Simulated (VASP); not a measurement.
Co: single point with PBEsol

Crystal: Co.

```xyz
2
Lattice="-2.7589 2.4019 1.1629 2.4019 -2.7589 1.1629 2.0149 2.0149 -1.8167" Properties=species:S:1:pos:R:3 pbc="T T T"
Co   -0.6869    4.3597   -0.6538
Co   -0.5184    2.1763    0.2545
```

```yaml
Program: VASP 6.6.1
Task: single point
Functional: PBEsol
Potentials_or_basis: VASP PAW PBE potentials, release 64 (Co)
Cutoff: 520 eV
k_mesh: 15 × 15 × 10
Occupations: fermi-dirac, width 0.1 eV
Spin: no spin polarisation
```

* Pressure: -1.0 GPa
* Largest force: 0.005 eV/Å
* Band gap on the k mesh: zero (bands 9 and 10 overlap by 1.31 eV)

Forces in eV/Å, atoms in the order of the input:
```
Co  -0.004  0.004  0.000
Co   0.004 -0.004  0.000
```

Stress tensor (GPa, compression positive):
```
-0.99  0.06  0.01
 0.06 -0.99  0.01
 0.01  0.01 -1.09
```

Levels at points of the mesh, in eV from the Fermi level:
| k point | band 5 | band 6 | band 7 | band 8 | band 9 | band 10 | band 11 | band 12 | band 13 | band 14 |
| --- | --- | --- | --- | --- | --- | --- | --- | --- | --- | --- |
| (0.00, 0.00, 0.00) | -2.18 | -1.24 | -1.05 | -0.45 | -0.14 | 0.21 | 0.73 | 1.84 | 9.13 | 16.67 |
| (0.00, 0.00, 0.50) | -2.01 | -2.01 | -1.74 | -1.74 | 0.28 | 0.28 | 2.18 | 2.18 | 11.33 | 11.33 |

Wall time 10 min on 1 thread of Oxide Virtual Turin-like Processor, on a shared host, peak memory 0.4 GiB.

Caveat: the PAW data sets were made with another functional, which shifts forces and pressure a little; the run has no spin polarisation, though such a crystal can be magnetic. Spin polarisation is off, so any magnetic state and its effect on volume and gap are missing.
